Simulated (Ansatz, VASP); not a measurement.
Cd2Te3: VASP beside Ansatz

```
Cd Te
1.0
     5.63446    0.00000    0.00000
     0.00000    5.63446    0.00000
     0.00000    0.00000    5.63446
Cd Te
2 3
Direct
  0.50000 0.50000 0.50000
  0.00000 0.00000 0.00000
  0.50000 0.00000 0.00000
  0.00000 0.50000 0.00000
  0.00000 0.00000 0.50000
```

Alike in both runs: functional PBE; k mesh 8 × 8 × 8; occupations gaussian, width 0.1 eV; no spin polarisation.

Ansatz relaxed the structure, and its values are those at the end. VASP's run is a single point on that final structure, the one shown.

```csv
,VASP,Ansatz
version,VASP 6.6.1,Ansatz 0.2.0
potentials or method,"VASP PAW PBE potentials, release 64 (Cd, Te), cutoff 520 eV","scalar-relativistic, plane waves, PAW"
valence electrons in the cell,42,88
```

Ansatz gave:

```
gap on the k mesh at the Fermi level (eV) : none
pressure (GPa)                            : 0.0
```

Problem. Which values does VASP return?

Solution. gap on the k mesh at the Fermi level (eV): none; pressure (GPa): 0.1.

A gap of «none» marks a metal or a gap that the smearing closes. VASP's potentials hold 42 valence electrons a cell and Ansatz's 88, so a difference there can come from the potentials and not from the codes.

Neither program's run includes spin-orbit coupling.
